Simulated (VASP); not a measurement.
**Au: single point with PBEsol**

Crystal: Au.

```
Au
1.0
     1.44150   -2.60571    0.00000
     1.44150    2.60571    0.00000
     0.00000    0.00000    4.98956
Au
2
Direct
  0.66595 0.33405 0.25000
  0.33405 0.66595 0.75000
```

This cell differs from its parent crystal: volume scaled by 1.10, then relaxed in part.

```
Program             : VASP 6.6.1
Task                : single point
Functional          : PBEsol
Potentials or basis : VASP PAW PBE potentials, release 64 (Au)
Cutoff              : 520 eV
k mesh              : 16 × 16 × 10
Occupations         : gaussian, width 0.1 eV
Spin                : no spin polarisation
```

```json
{
 "Pressure": "-12.5 GPa",
 "Band gap on the k mesh": "zero (band 11 reaches 11.51 eV, above the bottom of band 12 at 5.36 eV)"
}
```

Stress tensor (GPa, compression positive):
```
-12.39   0.00   0.00
  0.00 -12.49   0.00
  0.00   0.00 -12.48
```

Levels at points of the mesh, in eV from the Fermi level:
```tsv
k point	band 8	band 9	band 10	band 11	band 12	band 13	band 14	band 15
(0.00, 0.00, 0.00)	-3.24	-3.12	-2.09	-2.02	-0.79	2.14	14.53	15.44
(0.50, 0.00, 0.00)	-1.91	-1.75	-1.61	0.49	1.57	5.55	6.77	7.04
(0.50, 0.50, 0.00)	-1.83	-1.82	-1.66	0.22	1.14	5.19	6.36	6.67
(0.00, 0.00, 0.50)	-3.88	-2.50	-2.50	-2.38	-2.38	9.80	9.80	14.83
(0.50, 0.00, 0.50)	-2.23	-1.65	-1.65	0.76	0.76	3.68	3.68	12.70
(0.50, 0.50, 0.50)	-2.23	-1.72	-1.72	0.43	0.43	3.18	3.18	12.38
```

Run time: 83 s on 1 thread of Intel(R) Xeon(R) 6975P-C (Granite Rapids) (shared host), peak memory 0.35 GiB.

Caveat: the PAW data sets were made with another functional, which shifts forces and pressure a little; spin-orbit coupling is left out, which moves the levels of the heavy elements.
